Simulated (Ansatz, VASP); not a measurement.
This is a calculation of Ti for VASP 6.6.1.

File INCAR:

```
PREC = Accurate
ENCUT = 600
EDIFF = 1E-6
ISMEAR = -1
SIGMA = 0.05
LREAL = False
LASPH = True
NELM = 60
ALGO = Fast
ISIF = 3
LWAVE = False
LCHARG = False
GGA = B5
ALDAX = 1.0
AGGAX = 1.0
AGGAC = 1.0
ALDAC = 0.0
IVDW = 13
VDW_S6 = 1.0
VDW_S8 = 2.34076671
VDW_A1 = 0.44488865
VDW_A2 = 4.0933009
IBRION = 2
NSW = 60
EDIFFG = -0.01
```

The input KPOINTS:

```
Automatic mesh
0
Gamma
  7 7 9
```

The input POSCAR:

```
Ti
1.0
    4.5673748306      0.0000000000      0.0000000000
   -2.2836874153      3.9554626319      0.0000000000
    0.0000000000      0.0000000000      2.8262442700
Ti
3
Direct
    0.6666666667      0.3333333333      0.5000000000
    0.3333333333      0.6666666667      0.5000000000
    0.0000000000      0.0000000000      0.0000000000
```

Potentials or basis: VASP PAW PBE potentials, release 64 (Ti_sv).

Run with:

```console
$ cat potpaw_PBE.64/Ti_sv/POTCAR > POTCAR
$ mpirun -np 1 vasp_std > vasp.out
```

Question: Translate it to Ansatz 0.2.0. Potentials there: Ansatz PAW.

Answer: As run (the cutoff follows the program's own potentials):

The input input.yaml:

```yaml
crystal:
  lattice:
    - [4.5673748306, 0.0, 0.0]
    - [-2.2836874153, 3.9554626319, 0.0]
    - [0.0, 0.0, 2.82624427]
  atoms:
    - { symbol: Ti, position: [0.6666666667, 0.3333333333, 0.5] }
    - { symbol: Ti, position: [0.3333333333, 0.6666666667, 0.5] }
    - { symbol: Ti, position: [0.0, 0.0, 0.0] }
hamiltonian:
  xc: blyp
  pseudopotentials: { kind: paw }
  dispersion: d4
kpoints:
  mp_grid: { grid: [7, 7, 9] }
scf:
  occupations: { method: fermi_dirac, width: 0.05 }
output:
  forces: true
  stress: true
  eigenvalues: true
relax:
  f_tol: 0.01
  max_steps: 40
  cell: { stress_tol: 0.05 }
```

Potentials or basis: Ansatz PAW.

The run is started by

```console
$ ansatz run input.yaml --threads 1 --pin off --max-ram 3584MiB --backend cpu --events-out ev --progress --plain --runs-dir out
```

Both were run:

|  | VASP | Ansatz | Ansatz less VASP |
| --- | --- | --- | --- |
| gap on the k mesh at the Fermi level, each at its own relaxed structure (eV) | none | none | - |
| relaxed volume (Å³/atom) | 16.98 | 16.97 | -0.005 |
| relaxed cell length with the largest relative difference (Å) | 4.561 | 4.561 | -0.0005 |

VASP's potentials were made for PBE, not for BLYP. A gap of «none» marks a metal or a gap that the smearing closes.

Noted on Ansatz's run: the plane-wave basis is chosen anew once the cell has moved, so the energies of steps on either side of that aren't comparable.
